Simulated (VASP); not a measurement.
# CuO (C2/c) in VASP: settings compared, part 2 of 2

VASP 6.6.1. The steps go on from the part before.

## (4) Vibrations by perturbation theory, PBE

Input file INCAR:

```
SYSTEM = CuO
ALGO = Normal ; EDIFF = 1E-8
ENCUT = 520 ; GGA = PE
IBRION = 8 ; ISIF = 2
ISMEAR = -1 ; LASPH = .True.
LCHARG = .False. ; LREAL = .False.
LWAVE = .False. ; NBANDS = 25
NELM = 80 ; NSW = 1
PREC = Accurate ; SIGMA = 0.05
```

Input file KPOINTS:

```
k-points
0
Gamma
  7 7 4
  0 0 0
```

Input file POSCAR:

```
CuO
1.0
    2.3418500000     -1.7113000000      0.0000000000
    2.3418500000      1.7113000000      0.0000000000
   -0.8500274268      0.0000000000      5.0578693947
Cu O
2 2
Direct
    0.5000000000      0.0000000000      0.5000000000
    0.0000000000      0.5000000000      0.0000000000
    0.4184000000      0.5816000000      0.7500000000
    0.5816000000      0.4184000000      0.2500000000
```

Potentials or basis: VASP PAW PBE potentials, release 64 (Cu, O).

Command:

```console
$ cat potpaw_PBE.64/Cu/POTCAR potpaw_PBE.64/O/POTCAR > POTCAR
$ mpirun -np 1 vasp_std > vasp.out
```

OUTCAR:

```text
SYSTEM = CuO
   EDIFF = 1E-8
   ENCUT = 520
   GGA = PE
   IBRION = 8
   ISIF = 2
   ISMEAR = -1
   LASPH = .True.
   LREAL = .False.
   NELM = 80
   NSW = 1
   PREC = Accurate

 ion  position               nearest neighbor table
   1  0.500  0.000  0.500-   3 1.95   4 1.95   4 1.96   3 1.96
   2  0.000  0.500  0.000-   4 1.95   3 1.95   4 1.96   3 1.96
   3  0.418  0.582  0.750-   2 1.95   1 1.95   2 1.96   1 1.96
   4  0.582  0.418  0.250-   1 1.95   2 1.95   2 1.96   1 1.96

  LATTYP: Found a base centered monoclinic cell.
 ALAT       =     4.6837000000
 B/A-ratio  =     0.7307470589
 C/A-ratio  =     1.0950317057
 COS(beta)  =    -0.1657361228

[... 941 lines left out ...]
  1Y    -5.361513   -7.778133   -2.065510   -0.220861    0.815279   -0.191879    2.791187    3.481427    1.128694    2.791187    3.481427    1.128694
  1Z     1.168370   -2.067050  -15.885024   -0.123013    0.189616    4.610926   -0.522679    0.938717    5.637049   -0.522679    0.938717    5.637049
  2X     0.377299   -0.221016   -0.121156  -10.396968    5.360936    1.166443    5.009835   -2.569960   -0.522643    5.009835   -2.569960   -0.522643
  2Y     0.220861    0.815279    0.191879    5.361513   -7.778133    2.065510   -2.791187    3.481427   -1.128694   -2.791187    3.481427   -1.128694
  2Z    -0.123013   -0.189616    4.610926    1.168370    2.067050  -15.885024   -0.522679   -0.938717    5.637049   -0.522679   -0.938717    5.637049
  3X     4.996729    2.792511   -0.529442    4.996729   -2.792511   -0.529442   -8.179607    0.000000    1.213410   -1.813852    0.000000   -0.154526
  3Y     2.573008    3.458188    0.940512   -2.573008    3.458188   -0.940512    0.000000   -5.918213    0.000000    0.000000   -0.998162    0.000000
  3Z    -0.536821    1.129199    5.653285   -0.536821   -1.129199    5.653285    1.231083    0.000000  -12.751327   -0.157440    0.000000    1.444758
  4X     4.996729    2.792511   -0.529442    4.996729   -2.792511   -0.529442   -1.813852    0.000000   -0.154526   -8.179607    0.000000    1.213410
  4Y     2.573008    3.458188    0.940512   -2.573008    3.458188   -0.940512    0.000000   -0.998162    0.000000    0.000000   -5.918213    0.000000
  4Z    -0.536821    1.129199    5.653285   -0.536821   -1.129199    5.653285   -0.157440    0.000000    1.444758    1.231083    0.000000  -12.751327

 Eigenvectors and eigenvalues of the dynamical matrix
 ----------------------------------------------------

   1 f  =   15.091238 THz    94.821044 2PiTHz  503.389512 cm-1    62.412317 meV
             X         Y         Z           dx          dy          dz
      0.745911 -0.855650  2.528935     0.168358    0.032801   -0.267910
      1.170925  0.855650  0.000000     0.168358   -0.032801   -0.267910
      1.704329  0.279284  3.793402    -0.335458    0.000000    0.535043
      2.129343 -0.279284  1.264467    -0.335458   -0.000000    0.535043
[... 71 lines left out ...]
  12 f/i=    0.021586 THz     0.135626 2PiTHz    0.720016 cm-1     0.089271 meV
             X         Y         Z           dx          dy          dz
      0.745911 -0.855650  2.528935     0.002039    0.631236    0.000590
      1.170925  0.855650  0.000000    -0.002039    0.631236   -0.000590
      1.704329  0.279284  3.793402     0.000000    0.318648   -0.000000
      2.129343 -0.279284  1.264467     0.000000    0.318648   -0.000000

--------------------------------------------------------------------------------------------------------

 ELASTIC MODULI CONTR FROM IONIC RELAXATION (kBar)
 Direction    XX          YY          ZZ          XY          YZ          ZX
 --------------------------------------------------------------------------------
 XX          -1.4482    -21.5146    -24.3061      0.0000      0.0000    -26.6907
 YY         -21.5146   -319.6170   -361.0879      0.0000      0.0000   -396.5120
 ZZ         -24.3061   -361.0879   -407.9396      0.0000      0.0000   -447.9601
 XY           0.0000      0.0000      0.0000    -67.6939   -147.1478      0.0000
 YZ           0.0000      0.0000      0.0000   -147.1478   -417.0844      0.0000
 ZX         -26.6907   -396.5120   -447.9601      0.0000      0.0000   -491.9069
 --------------------------------------------------------------------------------
```

stdout:

```text
POSCAR found type information on POSCAR CuO
 POSCAR found :  2 types and       4 ions
 scaLAPACK will be used
 LDA part: xc-table for (Slater+PW92), standard interpolation
 POSCAR, INCAR and KPOINTS ok, starting setup
 FFT: planning ... GRIDC
 FFT: planning ... GRID_SOFT
 FFT: planning ... GRID
 WAVECAR not read
 entering main loop
 Linear response reoptimize wavefunctions to high precision
 Linear response DOF=           6
 Linear response progress:
 first order change of Fermi-energy   0.13949E-03
 force on displaced ion       1 direction 1 : -10.397  -5.361   1.166
 Linear response progress:
 first order change of Fermi-energy   0.29522E-03
 force on displaced ion       1 direction 2 :  -5.362  -7.778  -2.066
 Linear response progress:
 first order change of Fermi-energy   0.16345E-03
 force on displaced ion       1 direction 3 :   1.168  -2.067 -15.885
 Linear response progress:
 first order change of Fermi-energy  -0.60141E-05
 force on displaced ion       3 direction 1 :  -8.180   0.001   1.213
 Linear response progress:
 first order change of Fermi-energy  -0.34656E+00
 force on displaced ion       3 direction 2 :   0.000  -5.918   0.000
 Linear response progress:
 first order change of Fermi-energy   0.14187E-04
 force on displaced ion       3 direction 3 :   1.231  -0.003 -12.751
 Linear response finished
```

Wall time 19 min (1 thread of Intel Xeon 8259CL, shared host); peak memory 0.38 GiB.

Results:

- Highest phonon frequency at Γ, LO-TO splitting left out: 503 cm⁻¹

Phonon frequencies in cm⁻¹ (negative: imaginary):
```
              q point                                 frequencies
(0.000, 0.000, 0.000)  -1 0 0 137 155 289 296 323 412 467 495 503
```

Caveat: the cell stands under pressure or tension, which shifts response properties.

## (5) Elastic constants, LDA

Input file INCAR:

```
PREC = Accurate ; ENCUT = 600
EDIFF = 1E-8 ; ISMEAR = -1
SIGMA = 0.05 ; LREAL = F
LASPH = T ; NELM = 100
ALGO = Normal ; ISIF = 3
LWAVE = F ; LCHARG = F
GGA = CA ; NBANDS = 25
IBRION = 6 ; NFREE = 2
POTIM = 0.015 ; NSW = 1
```

Input file KPOINTS:

```
Automatic mesh
0
Gamma
  7 7 4
```

POSCAR is that of step 4.

Potentials or basis: VASP PAW LDA potentials, release 64 (Cu, O).

Command:

```console
$ cat potpaw_LDA.64/Cu/POTCAR potpaw_LDA.64/O/POTCAR > POTCAR
$ mpirun -np 1 vasp_std > vasp.out
```

OUTCAR:

```text
PREC = Accurate
   ENCUT = 600
   EDIFF = 1E-8
   ISMEAR = -1
   LREAL = F
   LASPH = T
   NELM = 100
   ISIF = 3
   GGA = CA
   IBRION = 6
   NFREE = 2
   POTIM = 0.015
   NSW = 1

 ion  position               nearest neighbor table
   1  0.500  0.000  0.500-   3 1.95   4 1.95   4 1.96   3 1.96
   2  0.000  0.500  0.000-   4 1.95   3 1.95   4 1.96   3 1.96
   3  0.418  0.582  0.750-   2 1.95   1 1.95   2 1.96   1 1.96
   4  0.582  0.418  0.250-   1 1.95   2 1.95   2 1.96   1 1.96

  LATTYP: Found a base centered monoclinic cell.
 ALAT       =     4.6837000000
 B/A-ratio  =     0.7307470589
 C/A-ratio  =     1.0950317057
 COS(beta)  =    -0.1657361228

  Lattice vectors:

 A1 = (   2.3418500000,  -1.7113000000,   0.0000000000)
 A2 = (   2.3418500000,   1.7113000000,   0.0000000000)
 A3 = (  -0.8500274268,   0.0000000000,   5.0578693947)

Analysis of symmetry for initial positions (statically):
=====================================================================
 Subroutine PRICEL returns:
 Original cell was already a primitive cell.

 Routine SETGRP: Setting up the symmetry group for a
 base centered monoclinic supercell.

 Subroutine GETGRP returns: Found  4 space group operations
 (whereof  2 operations were pure point group operations)
 out of a pool of  4 trial point group operations.

[... 1079 lines left out ...]
  FREE ENERGIE OF THE ION-ELECTRON SYSTEM (eV)
  ---------------------------------------------------
  free  energy   TOTEN  =       -23.1596399234 eV

  energy  without entropy=      -23.1414543703  energy(sigma->0) =      -23.15054715

 INTERNAL STRAIN TENSORS FROM STRAINED CELLS
 ============================================

 INTERNAL STRAIN TENSOR FOR ION    1 for displacements in x,y,z  (eV/Angst):
          X           Y           Z          XY          YZ          ZX
  --------------------------------------------------------------------------------
  x    -0.00000     0.00000     0.00000     0.00000     0.00000     0.00000
  y    -0.00000    -0.00000     0.00000     0.00000     0.00000     0.00000
  z     0.00000     0.00000     0.00000     0.00000     0.00000     0.00000

 INTERNAL STRAIN TENSORS FROM DISPLACED ATOMS
 ============================================

 INTERNAL STRAIN TENSOR FOR ION    1 for displacements in x,y,z  (eV/Angst):
          X           Y           Z          XY          YZ          ZX
  --------------------------------------------------------------------------------
  x     0.00000     0.00000     0.00000     0.00000     0.00000     0.00000
  y     0.00000     0.00000     0.00000     0.00000     0.00000     0.00000
  z     0.00000     0.00000     0.00000     0.00000     0.00000     0.00000

 INTERNAL STRAIN TENSOR FOR ION    4 for displacements in x,y,z  (eV/Angst):
          X           Y           Z          XY          YZ          ZX
  --------------------------------------------------------------------------------
  x     0.00000     0.00000     0.00000     1.18258     3.35610     0.00000
  y     0.47073     4.40675     4.42363     0.00000     0.00000     3.43875
  z     0.00000     0.00000     0.00000     2.31939     4.31034     0.00000

 Eigenvectors and eigenvalues of the dynamical matrix
 ----------------------------------------------------

   1 f  =   14.173428 THz    89.054272 2PiTHz  472.774655 cm-1    58.616560 meV
             X         Y         Z           dx          dy          dz
      0.745911 -0.855650  2.528935     0.172434    0.030449   -0.265483
      1.170925  0.855650  0.000000     0.172434   -0.030449   -0.265483
      1.704329  0.279284  3.793402    -0.343439    0.000000    0.530008
      2.129343 -0.279284  1.264467    -0.343439   -0.000000    0.530008
[... 71 lines left out ...]
  12 f/i=    0.010425 THz     0.065503 2PiTHz    0.347745 cm-1     0.043115 meV
             X         Y         Z           dx          dy          dz
      0.745911 -0.855650  2.528935    -0.141949    0.000482   -0.616120
      1.170925  0.855650  0.000000    -0.141949   -0.000482   -0.616120
      1.704329  0.279284  3.793402    -0.071096    0.000000   -0.308532
      2.129343 -0.279284  1.264467    -0.071096    0.000000   -0.308532

--------------------------------------------------------------------------------------------------------

 ELASTIC MODULI CONTR FROM IONIC RELAXATION (kBar)
 Direction    XX          YY          ZZ          XY          YZ          ZX
 --------------------------------------------------------------------------------
 XX          -3.8803    -36.3254    -36.4645      0.0000      0.0000    -28.3460
 YY         -36.3254   -340.0599   -341.3625      0.0000      0.0000   -265.3613
 ZZ         -36.4645   -341.3625   -342.6701      0.0000      0.0000   -266.3778
 XY           0.0000      0.0000      0.0000    -62.0318   -139.3321      0.0000
 YZ           0.0000      0.0000      0.0000   -139.3321   -323.7894      0.0000
 ZX         -28.3460   -265.3613   -266.3778      0.0000      0.0000   -207.0713
 --------------------------------------------------------------------------------

 TOTAL ELASTIC MODULI (kBar)
 Direction    XX          YY          ZZ          XY          YZ          ZX
 --------------------------------------------------------------------------------
 XX        2482.5757   1334.2904   1527.8031      0.0000      0.0000   -311.3451
 YY        1334.2904    945.6297    937.6196      0.0000      0.0000   -310.1838
 ZZ        1527.8031    937.6196   2934.6338      0.0000      0.0000   -616.1688
 XY           0.0000      0.0000      0.0000    574.5340    -45.3164      0.0000
 YZ           0.0000      0.0000      0.0000    -45.3164    182.6121      0.0000
 ZX        -311.3451   -310.1838   -616.1688      0.0000      0.0000    449.7746
 --------------------------------------------------------------------------------
```

OSZICAR:

```text
N       E                     dE             d eps       ncg     rms          rms(c)
DAV:   1     0.308873579170E+03    0.30887E+03   -0.17795E+04  3240   0.244E+03
DAV:   2     0.119215991459E+02   -0.29695E+03   -0.27279E+03  3021   0.424E+02
DAV:   3    -0.276644112261E+02   -0.39586E+02   -0.37392E+02  3696   0.168E+02
DAV:   4    -0.291106415896E+02   -0.14462E+01   -0.14370E+01  3852   0.344E+01
[... 333 lines left out ...]
DAV:   8    -0.231596403663E+02    0.87599E-07   -0.68444E-06  8599   0.851E-02    0.740E-03
DAV:   9    -0.231596400141E+02    0.35219E-06   -0.19003E-06  7538   0.289E-02    0.227E-03
DAV:  10    -0.231596399371E+02    0.77043E-07   -0.86526E-08  7805   0.112E-02    0.120E-03
DAV:  11    -0.231596399246E+02    0.12462E-07   -0.28597E-08  2811   0.541E-03    0.293E-04
DAV:  12    -0.231596399234E+02    0.11596E-08   -0.93124E-09  3901   0.208E-03
  25 F= -.23159640E+02 E0= -.23150547E+02  d E =-.181856E-01
```

stdout:

```text
POSCAR found type information on POSCAR CuO
 POSCAR found :  2 types and       4 ions
 scaLAPACK will be used
 LDA part: xc-table for (Slater(with rela. corr.)+CA(PZ))
 , standard interpolation
 POSCAR, INCAR and KPOINTS ok, starting setup
 FFT: planning ... GRIDC
 FFT: planning ... GRID_SOFT
 FFT: planning ... GRID
 WAVECAR not read
 entering main loop
 Found     6 degrees of freedom:
 Adding 6 more for cell shape distortion
 Finite differences POTIM= 0.01500 DOF=  12
 bond charge predicted
 Finite differences progress:
 bond charge predicted
 Finite differences progress:
 bond charge predicted
 Finite differences progress:
 bond charge predicted
 Finite differences progress:
 bond charge predicted
 Finite differences progress:
 bond charge predicted
 Finite differences progress:
 bond charge predicted
 Finite differences progress:
 bond charge predicted
 Finite differences progress:
 bond charge predicted
 Finite differences progress:
 bond charge predicted
 Finite differences progress:
 bond charge predicted
 Finite differences progress:
 bond charge predicted
 Finite differences progress:
 bond charge predicted
 Finite differences progress:
 bond charge predicted
 Finite differences progress:
 bond charge predicted
 Finite differences progress:
 bond charge predicted
 Finite differences progress:
 bond charge predicted
 Finite differences progress:
 bond charge predicted
 Finite differences progress:
 bond charge predicted
 Finite differences progress:
 bond charge predicted
 Finite differences progress:
 bond charge predicted
 Finite differences progress:
 bond charge predicted
 Finite differences progress:
 bond charge predicted
 Finite differences progress:
 bond charge predicted
 Finite differences progress:
```

Wall time 42 min (1 thread of Oxide Virtual Turin-like, shared host); peak memory 0.32 GiB.

What came out:

| Item | Value |
| --- | --- |
| Voigt bulk modulus | 155 GPa |
| Highest phonon frequency at Γ, LO-TO splitting left out | 473 cm⁻¹ |

Phonon frequencies in cm⁻¹ (negative: imaginary):
```
              q point                                frequencies
(0.000, 0.000, 0.000)  0 0 0 144 162 277 282 297 395 443 469 473
```

Elastic tensor in Voigt notation (GPa, in the Cartesian axes of the cell as first typed):
```
248 133 153   0 -31   0
133  95  94   0 -31   0
153  94 293   0 -62   0
  0   0   0  18   0  -5
-31 -31 -62   0  45   0
  0   0   0  -5   0  57
```

Clamped-ion elastic tensor (GPa):
```
249 137 156   0 -28   0
137 129 128   0  -4   0
156 128 328   0 -35   0
  0   0   0  51   0   9
-28  -4 -35   0  66   0
  0   0   0   9   0  64
```

Caveat: the cell is under stress, which shifts elastic constants.
